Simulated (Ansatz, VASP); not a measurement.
PtC in VASP and in Ansatz

```xyz
2
Lattice="0.0000 2.2615 2.2615 2.2615 0.0000 2.2615 2.2615 2.2615 0.0000" Properties=species:S:1:pos:R:3 pbc="T T T"
Pt    0.0000    0.0000    0.0000
C     2.2615    2.2615    2.2615
```

Alike in both runs: task single point; functional PBE; k mesh 8 × 8 × 8; occupations gaussian, width 0.1 eV; no spin polarisation.

```csv
,VASP,Ansatz
version,VASP 6.6.1,Ansatz 0.2.0
potentials or method,"VASP PAW PBE potentials, release 64 (Pt, C), cutoff 520 eV","scalar-relativistic, plane waves, PAW"
valence electrons in the cell,14,22
```

|  | VASP | Ansatz | Ansatz less VASP |
| --- | --- | --- | --- |
| gap on the k mesh at the Fermi level (eV) | none | none | - |
| pressure (GPa) | -9.3 | -9.2 | +0.11 |

A gap of «none» marks a metal or a gap that the smearing closes. VASP's potentials hold 14 valence electrons a cell and Ansatz's 22, so a difference there can come from the potentials and not from the codes.

Neither program's run includes spin-orbit coupling.
